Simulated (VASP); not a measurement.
# BN (BN (F-43m)) (F-43m) in VASP: further runs, part 2 of 2

VASP 6.6.1. Earlier steps stand in the parts before.

### 5 Single point, PBE

File INCAR:

```
PREC = Accurate
ENCUT = 520
EDIFF = 1E-7
ISMEAR = -1
SIGMA = 0.01
LREAL = Auto
LASPH = T
NELM = 80
ALGO = Normal
ISIF = 2
LWAVE = F
LCHARG = T
GGA = PE
LELF = T
LVHAR = T
NBANDS = 86
```

File KPOINTS:

```
Automatic mesh
0
Gamma
  2 2 2
  0.5 0.5 0.5
```

File POSCAR:

```
BN
1.0
   -3.6241103800      3.6241103800     -3.6241103800
    3.6241103800      3.6241103800      3.6241103800
    3.6241103800     -3.6241103800     -3.6241103800
B N
16 16
Direct
    0.0000000000      0.0000000000      0.0000000000
    0.0000000000      0.2500000000      0.7500000000
    0.0000000000      0.5000000000      0.5000000000
    0.0000000000      0.7500000000      0.2500000000
    0.2500000000      0.0000000000      0.7500000000
    0.2500000000      0.2500000000      0.5000000000
    0.2500000000      0.5000000000      0.2500000000
    0.2500000000      0.7500000000      0.0000000000
    0.5000000000      0.0000000000      0.5000000000
    0.5000000000      0.2500000000      0.2500000000
    0.5000000000      0.5000000000      0.0000000000
    0.5000000000      0.7500000000      0.7500000000
    0.7500000000      0.0000000000      0.2500000000
    0.7500000000      0.2500000000      0.0000000000
    0.7500000000      0.5000000000      0.7500000000
    0.7500000000      0.7500000000      0.5000000000
    0.0000000000      0.0000000000      0.2500000000
    0.0000000000      0.2500000000      0.0000000000
    0.0000000000      0.5000000000      0.7500000000
    0.0000000000      0.7500000000      0.5000000000
    0.2500000000      0.0000000000      0.0000000000
    0.2500000000      0.2500000000      0.7500000000
    0.2500000000      0.5000000000      0.5000000000
    0.2500000000      0.7500000000      0.2500000000
    0.5000000000      0.0000000000      0.7500000000
    0.5000000000      0.2500000000      0.5000000000
    0.5000000000      0.5000000000      0.2500000000
    0.5000000000      0.7500000000      0.0000000000
    0.7500000000      0.0000000000      0.5000000000
    0.7500000000      0.2500000000      0.2500000000
    0.7500000000      0.5000000000      0.0000000000
    0.7500000000      0.7500000000      0.7500000000
```

Potentials or basis: VASP PAW PBE potentials, release 64 (B, N).

Run with:

```bash
> cat potpaw_PBE.64/B/POTCAR potpaw_PBE.64/N/POTCAR > POTCAR
> mpirun -np 1 vasp_std > vasp.out
```

OUTCAR:

```text
PREC = Accurate
   ENCUT = 520
   EDIFF = 1E-7
   ISMEAR = -1
   LREAL = Auto
   LASPH = T
   NELM = 80
   ISIF = 2
   GGA = PE

 ion  position               nearest neighbor table
   1  0.000  0.000  0.000-  17 1.57  18 1.57  21 1.57  32 1.57
   2  0.000  0.250  0.750-  18 1.57  19 1.57  22 1.57  29 1.57
   3  0.000  0.500  0.500-  19 1.57  20 1.57  23 1.57  30 1.57
   4  0.000  0.750  0.250-  17 1.57  20 1.57  24 1.57  31 1.57
   5  0.250  0.000  0.750-  20 1.57  21 1.57  22 1.57  25 1.57
   6  0.250  0.250  0.500-  17 1.57  22 1.57  23 1.57  26 1.57
[... 24 lines left out ...]
  31  0.750  0.500  0.000-   4 1.57  11 1.57  14 1.57  15 1.57
  32  0.750  0.750  0.750-   1 1.57  12 1.57  15 1.57  16 1.57

  LATTYP: Found a body centered cubic cell.
 ALAT       =     7.2482207600

  Lattice vectors:

 A1 = (  -3.6241103800,   3.6241103800,  -3.6241103800)
 A2 = (   3.6241103800,   3.6241103800,   3.6241103800)
 A3 = (   3.6241103800,  -3.6241103800,  -3.6241103800)

Analysis of symmetry for initial positions (statically):
=====================================================================
 Subroutine PRICEL returns following result:

  LATTYP: Found a face centered cubic cell.
 ALAT       =     3.6241103800

  Lattice vectors:

 A1 = (   1.8120551900,   0.0000000000,   1.8120551900)
 A2 = (   0.0000000000,  -1.8120551900,   1.8120551900)
 A3 = (   1.8120551900,  -1.8120551900,   0.0000000000)

  16 primitive cells build up your supercell.

 Routine SETGRP: Setting up the symmetry group for a
 body centered cubic supercell.

 Subroutine GETGRP returns: Found 24 space group operations
 (whereof 24 operations were pure point group operations)
 out of a pool of 48 trial point group operations.

The static configuration has the point symmetry T_d .

Analysis of symmetry for dynamics (positions and initial velocities):
=====================================================================
 Subroutine PRICEL returns following result:

[... 126 lines left out ...]
 non-spin polarized calculation
  energy-cutoff  :      520.00
  volume of cell :      190.40
 maximum number of plane-waves:      5137
 NGX is ok and might be reduce to    48
   NGX = 23   NGY = 23   NGZ = 23

 number of electron     128.0000038 magnetization

 Free energy of the ion-electron system (eV)
  ---------------------------------------------------
  ext. energy  EPLUGINS =         0.00000000
  ---------------------------------------------------
  free energy    TOTEN  =      -279.22659602 eV

  energy without entropy =     -279.22659602  energy(sigma->0) =     -279.22659602

 E-fermi :   6.5035     XC(G=0): -12.7846

 val. band max:        6.2083644011   @ k =  -0.2500   0.2500   0.2500
 cond. band min:      12.4952654063   @ k =  -0.2500   0.2500   0.2500
 fundamental gap:      6.2869010053
 Fermi energy:         6.5035460012

 k-point     1 :       0.2500    0.2500    0.2500
  band No.  band energies     occupation
      1     -11.3655      2.00000
      2     -11.3655      2.00000
      3     -11.3655      2.00000
      4     -11.3655      2.00000
      5      -8.2128      2.00000
      6      -8.2128      2.00000
[... 68 lines left out ...]
     75      14.8290      0.00000
     76      14.8290      0.00000

 k-point     2 :      -0.2500    0.2500    0.2500
  band No.  band energies     occupation
      1     -12.3333      2.00000
      2     -10.4350      2.00000
      3     -10.4350      2.00000
      4     -10.4350      2.00000
      5     -10.4350      2.00000
      6      -8.9537      2.00000
[... 68 lines left out ...]
     75      16.6421      0.00000
     76      16.6421      0.00000
 [bands above 76 left out]

------------------------ aborting loop because EDIFF is reached ----------------------------------------

  FORCE on cell =-STRESS in cart. coord.  units (eV):
  Direction    XX          YY          ZZ          XY          YZ          ZX
  --------------------------------------------------------------------------------------
  -------------------------------------------------------------------------------------
  Total        0.5384134      0.5384134      0.5384134     -0.0000000     -0.0000000     -0.0000000
  in kB        4.5306675      4.5306675      4.5306675     -0.0000000     -0.0000000     -0.0000000
  external PRESSURE =       4.5306675 kB  Pullay stress =       0.0000000 kB

 VOLUME and BASIS-vectors are now :
 -----------------------------------------------------------------------------
  energy-cutoff  :      520.00
  volume of cell :      190.40
      direct lattice vectors                 reciprocal lattice vectors
    -3.624110380  3.624110380 -3.624110380     0.000000000  0.137964893 -0.137964893
     3.624110380  3.624110380  3.624110380     0.137964893  0.137964893  0.000000000
     3.624110380 -3.624110380 -3.624110380     0.137964893  0.000000000 -0.137964893

 POSITION                                       TOTAL-FORCE (eV/Angst)
 -----------------------------------------------------------------------------------
      0.00000      0.00000      0.00000        -0.000000      0.000000     -0.000000
      3.62411     -1.81206     -1.81206         0.000000     -0.000000     -0.000000
      3.62411      0.00000      0.00000        -0.000000      0.000000     -0.000000
      3.62411      1.81206      1.81206         0.000000     -0.000000     -0.000000
      1.81206     -1.81206     -3.62411        -0.000000      0.000000      0.000000
      1.81206      0.00000     -1.81206         0.000000     -0.000000     -0.000000
[... 24 lines left out ...]
     -0.90603      4.53014     -0.90603        -0.000000      0.000000      0.000000
      2.71808      2.71808     -2.71808        -0.000000      0.000000      0.000000
 -----------------------------------------------------------------------------------
    total drift:                                0.000017      0.000017     -0.000017

  FREE ENERGIE OF THE ION-ELECTRON SYSTEM (eV)
  ---------------------------------------------------
  free  energy   TOTEN  =      -279.2265960240 eV

  energy  without entropy=     -279.2265960240  energy(sigma->0) =     -279.22659602
```

Wall time 83 s (1 thread of Intel Xeon Platinum 8259CL at 2.50GHz (Skylake/Cascade Lake), shared host); peak memory 0.33 GiB.

Results:

```yaml
Free_energy: -279.2266 eV
Pressure: 0.5 GPa
Band_gap_on_the_k_mesh: 6.29 eV
```

Levels at points of the mesh, in eV from the valence-band top:
```tsv
k point	band 62	band 63	band 64	band 65	band 66	band 67
(0.25, 0.25, 0.25)	-0.02	-0.02	-0.02	8.62	8.62	8.62
```

Caveat: the k points lie up to 0.61 Å⁻¹ apart. A k mesh can miss the band edges.

### 6 Summary

| level | k mesh | smearing | grid for exact exchange (PRECFOCK) | screening parameter | gap on the mesh (eV) | pressure (GPa) |
| --- | --- | --- | --- | --- | --- | --- |
| HSE06 | 1 × 1 × 1, shifted | fermi-dirac 0.01 eV | Fast | 0.2079 1/Å | 10.28 | -8.8 |
| PBE | 1 × 1 × 1, shifted | gaussian 0.01 eV | - | - | 8.62 | 0.7 |
| PBE | 1 × 1 × 1, shifted | fermi-dirac 0.01 eV | - | - | 8.62 | 0.7 |
| PBE | 2 × 2 × 2, shifted | fermi-dirac 0.01 eV | - | - | 6.29 | 0.5 |

Alike in all rows: task single point; potentials or basis VASP PAW PBE potentials, release 64 (B, N); no spin polarisation; cell as given; cutoff (eV) 520.

Caveats: all runs use coarse meshes; the PAW data sets were made with another functional, which shifts forces and pressure a little (some runs).

Total energies depend on the potentials used, so only differences within one code and one set of settings carry meaning.
